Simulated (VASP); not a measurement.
CdS (zincblende type), 2 atoms in the cell. Symmetry: F-43m, No. 216, cubic system. The conventional cell has a = 5.581 Å, b = 5.581 Å, c = 5.581 Å, α = 90.00°, β = 90.00°, γ = 90.00°. Within 3.2 Å of Cd (site symmetry -43m) lie 4 S at 2.42 Å. Within 3.2 Å of S (site symmetry -43m) lie 4 Cd at 2.42 Å.  This cell differs from its parent crystal: volume scaled by 0.88.

| Quantity | Value |
| --- | --- |
| Program | VASP 6.6.1 |
| Task | single point |
| Functional | PBEsol |
| Potentials or basis | VASP PAW PBE potentials, release 64 (Cd, S) |
| Cutoff | 520 eV |
| k mesh | 11 × 11 × 11 |
| Occupations | fermi-dirac, width 0.1 eV |
| Spin | no spin polarisation |
| Dipole correction | no |
| Further INCAR settings | ALGO = Normal; EDIFF = 1e-06; NBANDS = 16 |

Potentials or basis: VASP PAW PBE potentials, release 64 (Cd, S).

The run is started by

```console
$ cat potpaw_PBE.64/Cd/POTCAR potpaw_PBE.64/S/POTCAR > POTCAR
$ mpirun -np 1 vasp_std > vasp.out
```

Hardware: 1 thread of Intel(R) Xeon(R) 6975P-C (Granite Rapids), on a shared host.

Q: Estimate the wall time of this run.

A: Wall time 22 s on 1 thread of Intel(R) Xeon(R) 6975P-C (Granite Rapids) (shared host), peak memory 0.18 GiB. Counts: scf iterations 13, k points 56.
